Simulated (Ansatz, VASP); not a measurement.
## Two plane-wave programs on Pd

File INCAR:

```
PREC = Accurate
ENCUT = 500
EDIFF = 1E-6
ISMEAR = -1
SIGMA = 0.15
LREAL = False
LASPH = True
NELM = 120
ALGO = Normal
ISIF = 2
LWAVE = False
LCHARG = False
GGA = PE
NBANDS = 11
GGA_COMPAT = False
```

Contents of KPOINTS:

```
Automatic mesh
0
Gamma
  9 9 9
```

Contents of POSCAR:

```
Pd
1.0
    0.0000000000      1.9465000000      1.9465000000
    1.9465000000      0.0000000000      1.9465000000
    1.9465000000      1.9465000000      0.0000000000
Pd
1
Direct
    0.0000000000      0.0000000000      0.0000000000
```

Input for Ansatz:

```yaml
crystal:
  lattice:
    - [0.0, 1.9465, 1.9465]
    - [1.9465, 0.0, 1.9465]
    - [1.9465, 1.9465, 0.0]
  atoms:
    - { symbol: Pd, position: [0.0, 0.0, 0.0] }
basis:
  ecutwfc: 435.382179935808
kpoints:
  mp_grid:
    grid: [9, 9, 9]
hamiltonian:
  xc: pbe
scf:
  occupations:
    method: fermi_dirac
    width: 0.15
output:
  forces: true
  stress: true
```

Alike in both runs: task single point; functional PBE; k mesh 9 × 9 × 9; occupations fermi-dirac, width 0.15 eV; no spin polarisation.

|  | VASP | Ansatz |
| --- | --- | --- |
| version | VASP 6.6.1 | Ansatz 0.2.0 |
| potentials or method | VASP PAW PBE potentials, release 64 (Pd), cutoff 500 eV | plane waves, PAW |
| valence electrons in the cell | 10 | 18 |

|  | VASP | Ansatz | Ansatz less VASP |
| --- | --- | --- | --- |
| pressure (GPa) | 7.3 | 7.6 | +0.30 |

VASP's potentials hold 10 valence electrons a cell and Ansatz's 18, so a difference there can come from the potentials and not from the codes.
